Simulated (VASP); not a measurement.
# BeZn2O3 (P-6m2) in VASP: further runs

Runs on BeZn2O3. Level: PBE. Tasks: single point, relaxation of cell and atoms.

Everything below comes from runs of VASP 6.6.1. Logs are shortened: lines on timing, memory, paths and dates and some standing lists are left out, and cuts for length are marked.

**1. The cell of the first run**

Symmetry: P-6m2, No. 187, hexagonal system. Conventional cell: a = 3.384 Å, b = 3.384 Å, c = 6.963 Å, α = 90.00°, β = 90.00°, γ = 120.00°. Within 2.6 Å of Be (site symmetry -6m2) lie 3 O at 1.95 Å. Within 3.1 Å of Zn (site symmetry 3m) lie 9 O at 2.32 to 2.97 Å and 1 Zn at 2.49 Å and 3 Be at 2.97 Å. Within 2.6 Å of O (site symmetry -6m2) lie 3 O at 1.95 Å and 6 Zn at 2.32 Å. Within 2.6 Å of O (site symmetry -6m2) lie 3 Be at 1.95 Å. O (site symmetry -6m2) has 3 O at 1.95 Å and 6 Zn at 2.32 Å within 2.6 Å.

**2. Single point, PBE**

Input file INCAR:

```
PREC     = Accurate       # precision mode
ENCUT    = 600            # plane-wave cutoff, eV
EDIFF    = 1E-6           # SCF threshold, eV
ISMEAR   = 0              # smearing method
SIGMA    = 0.15           # smearing width, eV
LREAL    = F              # projectors in reciprocal space
LASPH    = T              # aspherical terms in the spheres
NELM     = 120            # most SCF steps
ALGO     = Normal         # electronic algorithm
ISIF     = 2              # what is computed and relaxed
LWAVE    = F              # write WAVECAR
LCHARG   = F              # write CHGCAR
GGA      = PE             # functional
NBANDS   = 31             # bands
GGA_COMPAT= F
```

Input file KPOINTS:

```
regular mesh
0
Gamma
  4 4 2
```

Input file POSCAR:

```
BeZn2O3
1.0
    3.3835398753     -0.0000000029      0.0000000000
   -1.6917699351      2.9302314882      0.0000000000
    0.0000000000      0.0000000000      6.9629662975
Be Zn O
1 2 3
Direct
    0.6666666667      0.3333333333      0.0000000000
    0.3333333333      0.6666666667      0.3211269214
    0.3333333333      0.6666666667      0.6788730786
    0.6666666667      0.3333333333      0.5000000000
    0.0000000000      0.0000000000      0.0000000000
    0.0000000000      0.0000000000      0.5000000000
```

Potentials or basis: VASP PAW PBE potentials, release 64 (Be, Zn, O).

Run with:

```
cat potpaw_PBE.64/Be/POTCAR potpaw_PBE.64/Zn/POTCAR potpaw_PBE.64/O/POTCAR > POTCAR
mpirun -np 1 vasp_std > vasp.out
```

OUTCAR:

```text
PREC = Accurate
   ENCUT = 600
   EDIFF = 1E-6
   ISMEAR = 0
   LREAL = F
   LASPH = T
   NELM = 120
   ISIF = 2
   GGA = PE

 ion  position               nearest neighbor table
   1  0.667  0.333  0.000-   5 1.95   5 1.95   5 1.95
   2  0.333  0.667  0.321-   6 2.32   4 2.32   4 2.32   6 2.32   6 2.32   4 2.32   3 2.49
   3  0.333  0.667  0.679-   6 2.32   4 2.32   4 2.32   6 2.32   6 2.32   4 2.32   2 2.49
   4  0.667  0.333  0.500-   6 1.95   6 1.95   6 1.95   3 2.32   2 2.32   3 2.32   2 2.32   2 2.32
                             3 2.32
   5  0.000  0.000  0.000-   1 1.95   1 1.95   1 1.95
   6  0.000  0.000  0.500-   4 1.95   4 1.95   4 1.95   2 2.32   3 2.32   2 2.32   3 2.32   2 2.32
                             3 2.32

  LATTYP: Found a hexagonal cell.
 ALAT       =     3.3835398753
 C/A-ratio  =     2.0578939673

  Lattice vectors:

 A1 = (   3.3835398753,  -0.0000000029,   0.0000000000)
 A2 = (  -1.6917699351,   2.9302314882,   0.0000000000)
 A3 = (   0.0000000000,   0.0000000000,   6.9629662975)

Analysis of symmetry for initial positions (statically):
=====================================================================
 Subroutine PRICEL returns:
 Original cell was already a primitive cell.

 Routine SETGRP: Setting up the symmetry group for a
 hexagonal supercell.

 Subroutine GETGRP returns: Found 12 space group operations
 (whereof 12 operations were pure point group operations)
 out of a pool of 24 trial point group operations.

The static configuration has the point symmetry D_3h.

Analysis of symmetry for dynamics (positions and initial velocities):
=====================================================================
 Subroutine PRICEL returns:
 Original cell was already a primitive cell.

 Routine SETGRP: Setting up the symmetry group for a
 hexagonal supercell.

 Subroutine GETGRP returns: Found 12 space group operations
 (whereof 12 operations were pure point group operations)
 out of a pool of 24 trial point group operations.

The dynamic configuration has the point symmetry D_3h.

 Subroutine INISYM returns: Found 12 space group operations
 (whereof 12 operations are pure point group operations),
 and found     1 'primitive' translations

----------------------------------------------------------------------------------------

                                     Primitive cell

  volume of cell :      69.0347
[... 81 lines left out ...]
   LREAL  =      F    real-space projection
   EDIFFG = 0.1E-04   stopping-criterion for IOM
   NSW    =      0    number of steps for IOM
   IBRION =     -1    ionic relax: 0-MD 1-quasi-New 2-CG
   NFREE  =      0    steps in history (QN), initial steepest desc. (CG)
   ISIF   =      2    stress and relaxation
   ISYM   =      2    0-nonsym 1-usesym 2-fastsym
   POTIM  = 0.5000    time-step for ionic-motion
   TEBEG  =    0.0;   TEEND  =   0.0 temperature during run
   PSTRESS=    0.0 pullay stress
   NELECT =      44.0000    total number of electrons
   NUPDOWN=      -1.0000    fix difference up-down
   EMIN   =  10.00;   EMAX   =-10.00  energy-range for DOS
   EFERMI =   0.00;   METHOD = LEGACY
   ISMEAR =     0;   SIGMA  =   0.15  broadening in eV -4-tet -1-fermi 0-gaus
   EFERMI_NEDOS =   21; number of points for ismear=-14 and -15
   IALGO  =     38    algorithm
   IMIX   =      4    mixing-type and parameters
     AMIX     =   0.40;   BMIX     =  1.00
     AMIX_MAG =   1.60;   BMIX_MAG =  1.00
  volume/ion in A,a.u.               =      11.51        77.64
  Fermi-wavevector in a.u.,A,eV,Ry     =   1.408867  2.662372 27.006274  1.984905
  Thomas-Fermi vector in A             =   2.530981
   LORBIT       =      0    0 simple, 1 ext, 2 COOP (PROOUT), +10 PAW based schemes
   GGA     = PE    functional components
   LHFCALC =     F    Hartree Fock is set to
   AEXX    =    0.0000 exact exchange contribution
   IVDW    =     0    specifies the selected vdW correction
   LEPSILON=     F    determine dielectric tensor
   LRPA    =     F    only Hartree local field effects (RPA)
 non-spin polarized calculation
 Gauss-broadening in eV      SIGMA  =   0.15
  energy-cutoff  :      600.00
  volume of cell :       69.03
 maximum number of plane-waves:      2318
 NGX is ok and might be reduce to    28
   NGX = 13   NGY = 13   NGZ = 27

 number of electron      44.0000002 magnetization

 Free energy of the ion-electron system (eV)
  ---------------------------------------------------
  ext. energy  EPLUGINS =         0.00000000
  ---------------------------------------------------
  free energy    TOTEN  =       -20.68650494 eV

  energy without entropy =      -20.62614078  energy(sigma->0) =      -20.65632286

 E-fermi :   3.5333     XC(G=0): -10.7889

 val. band max:        3.5273527744   @ k =   0.2500   0.0000   0.5000
 cond. band min:       3.6349485407   @ k =   0.5000   0.0000   0.0000
 fundamental gap:      0.1075957663
 Fermi energy:         3.5333318694

 k-point     1 :       0.0000    0.0000    0.0000
  band No.  band energies     occupation
      1     -17.8122      2.00000
      2     -15.5395      2.00000
      3     -11.6987      2.00000
      4      -5.0094      2.00000
      5      -4.2976      2.00000
      6      -4.2976      2.00000
[... 261 lines left out ...]
     30      10.3269      0.00000
     31      11.9643      0.00000

------------------------ aborting loop because EDIFF is reached ----------------------------------------

  FORCE on cell =-STRESS in cart. coord.  units (eV):
  Direction    XX          YY          ZZ          XY          YZ          ZX
  --------------------------------------------------------------------------------------
  -------------------------------------------------------------------------------------
  Total       -0.0516959     -0.0516959      0.3058764     -0.0000000      0.0000000     -0.0000000
  in kB       -1.1997732     -1.1997732      7.0988668     -0.0000000      0.0000000     -0.0000000
  external PRESSURE =       1.5664402 kB  Pullay stress =       0.0000000 kB

 VOLUME and BASIS-vectors are now :
 -----------------------------------------------------------------------------
  energy-cutoff  :      600.00
  volume of cell :       69.03
      direct lattice vectors                 reciprocal lattice vectors
     3.383539875 -0.000000003  0.000000000     0.295548460  0.170634983  0.000000000
    -1.691769935  2.930231488  0.000000000     0.000000000  0.341269966  0.000000000
     0.000000000  0.000000000  6.962966298     0.000000000  0.000000000  0.143616952

 POSITION                                       TOTAL-FORCE (eV/Angst)
 -----------------------------------------------------------------------------------
      1.69177      0.97674      0.00000         0.000000      0.000000      0.000000
      0.00000      1.95349      2.23600        -0.000000      0.000000     -0.052032
      0.00000      1.95349      4.72697         0.000000     -0.000000      0.052032
      1.69177      0.97674      3.48148        -0.000000      0.000000      0.000000
      0.00000      0.00000      0.00000         0.000000      0.000000      0.000000
      0.00000      0.00000      3.48148        -0.000000      0.000000      0.000000
 -----------------------------------------------------------------------------------
    total drift:                               -0.000003      0.000002     -0.000000

  FREE ENERGIE OF THE ION-ELECTRON SYSTEM (eV)
  ---------------------------------------------------
  free  energy   TOTEN  =       -20.6865049425 eV

  energy  without entropy=      -20.6261407807  energy(sigma->0) =      -20.65632286
```

OSZICAR:

```text
N       E                     dE             d eps       ncg     rms          rms(c)
DAV:   1     0.399273458560E+03    0.39927E+03   -0.22727E+04   504   0.204E+03
DAV:   2     0.279834254843E+02   -0.37129E+03   -0.34330E+03   524   0.452E+02
DAV:   3    -0.241391483649E+02   -0.52123E+02   -0.50413E+02   588   0.156E+02
DAV:   4    -0.257046196495E+02   -0.15655E+01   -0.15611E+01   559   0.283E+01
DAV:   5    -0.257204073053E+02   -0.15788E-01   -0.15784E-01   567   0.261E+00    0.140E+01
DAV:   6    -0.235078639199E+02    0.22125E+01   -0.61797E+01   794   0.818E+01    0.136E+01
DAV:   7    -0.209734003307E+02    0.25345E+01   -0.23643E+01   670   0.254E+01    0.560E+00
DAV:   8    -0.207468878146E+02    0.22651E+00   -0.14937E+00   636   0.822E+00    0.293E+00
DAV:   9    -0.207218435767E+02    0.25044E-01   -0.43369E-01   623   0.522E+00    0.189E+00
DAV:  10    -0.206937247526E+02    0.28119E-01   -0.35522E-01   753   0.320E+00    0.773E-01
DAV:  11    -0.206863135914E+02    0.74112E-02   -0.19259E-02   708   0.112E+00    0.143E-01
DAV:  12    -0.206865238826E+02   -0.21029E-03   -0.19920E-03   636   0.314E-01    0.806E-02
DAV:  13    -0.206865235110E+02    0.37161E-06   -0.40661E-04   634   0.169E-01    0.435E-02
DAV:  14    -0.206865057855E+02    0.17725E-04   -0.64084E-05   651   0.661E-02    0.952E-03
DAV:  15    -0.206865049425E+02    0.84293E-06   -0.75599E-06   587   0.260E-02
   1 F= -.20686505E+02 E0= -.20656323E+02  d E =-.603642E-01
```

stdout:

```text
POSCAR found type information on POSCAR BeZnO
 POSCAR found :  3 types and       6 ions
 scaLAPACK will be used
 LDA part: xc-table for (Slater+PW92), standard interpolation
 POSCAR, INCAR and KPOINTS ok, starting setup
 FFT: planning ... GRIDC
 FFT: planning ... GRID_SOFT
 FFT: planning ... GRID
 WAVECAR not read
 entering main loop
```

Run time: 28 s. Hardware: 1 thread of AMD EPYC 7R43 (Zen 3), shared host; peak memory 0.16 GiB.

What came out:

| Property | Result |
| --- | --- |
| Free energy | -20.6865 eV |
| Pressure | 0.2 GPa |
| Largest force | 0.052 eV/Å |
| Band gap on the k mesh | zero (band 22 reaches 3.80 eV, above the bottom of band 23 at 2.37 eV) |

Forces in eV/Å, atoms in the order of the input:
```
Be   0.000  0.000  0.000
Zn   0.000  0.000 -0.052
Zn   0.000  0.000  0.052
O    0.000  0.000  0.000
O    0.000  0.000  0.000
O    0.000  0.000  0.000
```

Levels at points of the mesh, in eV from the Fermi level:
```
           k point  band 20  band 21  band 22  band 23  band 24  band 25
(0.00, 0.00, 0.00)    -3.98    -1.40    -1.17    -1.17     0.97     1.70
(0.50, 0.00, 0.00)    -2.93    -0.69     0.10     0.64     0.92     1.68
(0.00, 0.00, 0.50)    -1.89    -1.39    -1.16    -1.16    -0.97     3.59
(0.50, 0.00, 0.50)    -3.00    -0.73    -0.08     0.61     0.92     2.43
```

Caveat: the k points lie up to 0.54 Å⁻¹ apart.

**3. Single point, PBE**

This run uses another cell than the first one, of 16.76 Å³/atom, 1.457 times its volume.

Input file INCAR:

```
SYSTEM = BeZn2O3
  ALGO = Normal
  EDIFF = 1E-6
  ENCUT = 600
  GGA = PE
  GGA_COMPAT = .False.
  ISIF = 2
  ISMEAR = 0
  LASPH = .True.
  LCHARG = .False.
  LREAL = .False.
  LWAVE = .False.
  NBANDS = 31
  NELM = 120
  PREC = Accurate
  SIGMA = 0.15
```

Input file KPOINTS:

```
k-points
0
Gamma
  4 4 2
  0 0 0
```

Input file POSCAR:

```
BeZn2O3
1.0
    3.4965383292      0.0000000000      0.0000000000
   -1.7482691646      3.0280910184      0.0000000000
    0.0000000000      0.0000000000      9.4981961253
Be Zn O
1 2 3
Direct
    0.3333333333      0.6666666667      0.0000000000
    0.6666666667      0.3333333333      0.0000000000
    0.6666666667      0.3333333333      0.5000000000
    0.3333333333      0.6666666667      0.1462706209
    0.3333333333      0.6666666667      0.8537293791
    0.3333333333      0.6666666667      0.5000000000
```

Potentials or basis: VASP PAW PBE potentials, release 64 (Be, Zn, O).

Run with:

```
cat potpaw_PBE.64/Be/POTCAR potpaw_PBE.64/Zn/POTCAR potpaw_PBE.64/O/POTCAR > POTCAR
mpirun -np 1 vasp_std > vasp.out
```

Wall time 42 s (1 thread of AMD EPYC 7R43 (Zen 3), shared host); peak memory 0.21 GiB.

It converged, with:

```
Free energy            : -24.5319 eV
Pressure               : 0.2 GPa
Band gap on the k mesh : zero (filled and empty bands touch)
```

Forces in eV/Å, atoms in the order of the input:
```
Be   0.000  0.000  0.000
Zn   0.000  0.000  0.000
Zn   0.000  0.000  0.000
O    0.000  0.000  0.002
O    0.000  0.000 -0.002
O    0.000  0.000  0.000
```

Levels at points of the mesh, in eV from the Fermi level:
```
           k point  band 19  band 20  band 21  band 22  band 23  band 24  band 25  band 26
(0.00, 0.00, 0.00)    -1.53    -1.15    -0.59    -0.04    -0.04     1.95     4.88     7.28
(0.50, 0.00, 0.00)    -2.88    -1.64    -1.34    -0.19     1.79     2.88     5.60     5.68
(0.00, 0.00, 0.50)    -1.54    -1.40    -0.32    -0.04    -0.04     1.82     5.24     6.60
(0.50, 0.00, 0.50)    -2.84    -1.64    -1.34    -0.20     1.80     2.89     5.60     5.63
```

Caveat: the k points lie up to 0.52 Å⁻¹ apart.

**4. Relaxation of cell and atoms, PBE**

This run uses another cell than the first one, of 10.48 Å³/atom, 0.910 times its volume.

Input file INCAR:

```
SYSTEM = BeZn2O3
PREC = Accurate ; ENCUT = 600
EDIFF = 1E-7 ; ISMEAR = 0
SIGMA = 0.15 ; LREAL = .FALSE.
LASPH = .TRUE. ; NELM = 120
ALGO = Normal ; ISIF = 3
LWAVE = .FALSE. ; LCHARG = .FALSE.
GGA = PE ; IBRION = 2
NSW = 36 ; EDIFFG = -0.08
GGA_COMPAT = .FALSE. ; NELMIN = 4
```

Input file KPOINTS:

```
Automatic mesh
0
G
  4 4 2
  0 0 0
```

Input file POSCAR:

```
BeZn2O3
1.0
    3.3291352900      0.0000000000      0.0000000000
   -1.6645676400      2.8831157300      0.0000000000
    0.0000000000      0.0000000000      6.5485469600
Be Zn O
1 2 3
Direct
    0.6666666700      0.3333333300      0.0000000000
    0.3333333300      0.6666666700      0.2428220100
    0.3333333300      0.6666666700      0.7571779900
    0.6666666700      0.3333333300      0.5000000000
    0.0000000000      0.0000000000      0.0000000000
    0.0000000000      0.0000000000      0.5000000000
```

Run with:

```
cat potpaw_PBE.64/Be/POTCAR potpaw_PBE.64/Zn/POTCAR potpaw_PBE.64/O/POTCAR > POTCAR
mpirun -np 1 vasp_std > vasp.out
```

Run time: 97 s. Hardware: 1 thread of Intel Xeon 6975P-C (Granite Rapids), shared host; peak memory 0.2 GiB.

The run converged. Its results:

* Free energy: -20.6684 eV
* Relaxed volume: 11.46 Å³/atom
* Relaxed cell: a = 3.409 Å, b = 3.409 Å, c = 6.834 Å, α = 90.00°, β = 90.00°, γ = 120.00°
* Space group after relaxing (to 0.05 Å): P-6m2 (No. 187)
* Energy gained by relaxing: 201.2 meV/atom
* Ionic steps: 9
* Pressure after relaxing: -0.5 GPa
* Largest force after relaxing: 0.038 eV/Å
* Band gap on the k mesh: zero (band 22 reaches 3.84 eV, above the bottom of band 23 at 2.38 eV)

Forces in eV/Å, atoms in the order of the input:
```
Be   0.000  0.000  0.000
Zn   0.000  0.000 -0.038
Zn   0.000  0.000  0.038
O    0.000  0.000  0.000
O    0.000  0.000  0.000
O    0.000  0.000  0.000
```

Stress tensor (GPa, compression positive):
```
-1.04  0.00  0.00
 0.00 -1.04  0.00
 0.00  0.00  0.61
```

Step by step:
```
step  energy change (eV)  largest force (eV/Å)  pressure (GPa)  volume (Å³)
   1              0.0000                2.1932            3.82        62.85
   2             -0.4356                1.7325           -0.88        65.16
   3             -0.9259                1.1086           -6.94        70.26
   4              0.2210                5.3522           -3.04        81.25
   5             -1.0055                0.9245           -7.28        71.24
   6             -1.0379                0.6700           -7.89        72.81
   7             -1.0615                1.4932            6.13        67.08
   8             -1.1884                0.2222           -1.36        69.60
   9             -1.2072                0.0380           -0.49        68.78
```

Final structure:
```
Be Zn O
1.0
     3.40917    0.00000    0.00000
    -1.70459    2.95243    0.00000
     0.00000    0.00000    6.83383
Be Zn O
1 2 3
Direct
  0.66667 0.33333 0.00000
  0.33333 0.66667 0.31978
  0.33333 0.66667 0.68022
  0.66667 0.33333 0.50000
  0.00000 0.00000 0.00000
  0.00000 0.00000 0.50000
```

Levels at points of the mesh, in eV from the Fermi level:
| k point | band 20 | band 21 | band 22 | band 23 | band 24 | band 25 |
| --- | --- | --- | --- | --- | --- | --- |
| (0.00, 0.00, 0.00) | -3.99 | -1.39 | -1.18 | -1.18 | 1.04 | 1.64 |
| (0.50, 0.00, 0.00) | -2.86 | -0.74 | 0.11 | 0.56 | 0.88 | 1.68 |
| (0.00, 0.00, 0.50) | -1.89 | -1.37 | -1.18 | -1.18 | -0.91 | 3.51 |
| (0.50, 0.00, 0.50) | -2.94 | -0.77 | -0.08 | 0.53 | 0.88 | 2.38 |

Caveat: the k points lie up to 0.53 Å⁻¹ apart in the final cell; the relaxation stopped at a loose force limit of 0.08 eV/Å, so its end isn't a converged minimum.

**5. The runs side by side**

| task | cell | gap on the mesh (eV) | pressure (GPa) | largest force (eV/Å) |
| --- | --- | --- | --- | --- |
| single point | a = 3.384, b = 3.384, c = 6.963 Å, angles 90.0, 90.0, 120.0°, 6 atoms | none | 0.2 | 0.05 |
| single point | a = 3.497, b = 3.497, c = 9.498 Å, angles 90.0, 90.0, 120.0°, 6 atoms | none | 0.2 | - |
| relaxation of cell and atoms | relaxed from a = 3.329, b = 3.329, c = 6.549 Å, angles 90.0, 90.0, 120.0°, 6 atoms | none | -0.5 | 0.04 |

Alike in all rows: level PBE; potentials or basis VASP PAW PBE potentials, release 64 (Be, Zn, O); no spin polarisation; k mesh 4 × 4 × 2; cutoff (eV) 600; smearing gaussian 0.15 eV.

Caveats: all runs use coarse meshes; the relaxation stopped at a loose force limit of 0.08 eV/Å, so its end isn't a converged minimum (some runs).

Absolute energies hang on the potentials; compare differences alone.
